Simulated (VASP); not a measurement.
## Lu: single point with LDA

Crystal: Lu.

```
Lu
1.0
     3.38239    0.00000    0.00000
    -1.69120    2.92924    0.00000
     0.00000    0.00000    5.25241
Lu
2
Direct
  0.33333 0.66667 0.25000
  0.66667 0.33333 0.75000
```

```json
{
  "Program": "VASP 6.6.1",
  "Task": "single point",
  "Functional": "LDA",
  "Potentials or basis": "VASP PAW PBE potentials, release 64 (Lu)",
  "Cutoff": "520 eV",
  "k mesh": "5 × 5 × 3",
  "Occupations": "fermi-dirac, width 0.1 eV",
  "Spin": "no spin polarisation"
}
```

```yaml
Pressure: 0.4 GPa
Band_gap_on_the_k_mesh: zero (bands 25 and 26 overlap by 1.72 eV)
```

Stress tensor (GPa, compression positive):
```
 0.77  0.00  0.00
 0.00  0.77  0.00
 0.00  0.00 -0.29
```

Levels at points of the mesh, in eV from the Fermi level:
| k point | band 21 | band 22 | band 23 | band 24 | band 25 | band 26 | band 27 | band 28 | band 29 | band 30 |
| --- | --- | --- | --- | --- | --- | --- | --- | --- | --- | --- |
| (0.00, 0.00, 0.00) | -4.71 | -4.67 | -4.66 | -2.55 | 1.27 | 2.21 | 2.21 | 2.74 | 3.06 | 3.06 |

Wall time 26 s on 1 thread of Intel(R) Xeon(R) Platinum 8488C (Sapphire Rapids), on a shared host, peak memory 0.16 GiB.

Caveat: the k points lie up to 0.43 Å⁻¹ apart, too coarse for converged energies and pressures of a metal; the PAW data sets were made with another functional, which shifts forces and pressure a little; spin-orbit coupling is left out, which moves the levels of the heavy elements.
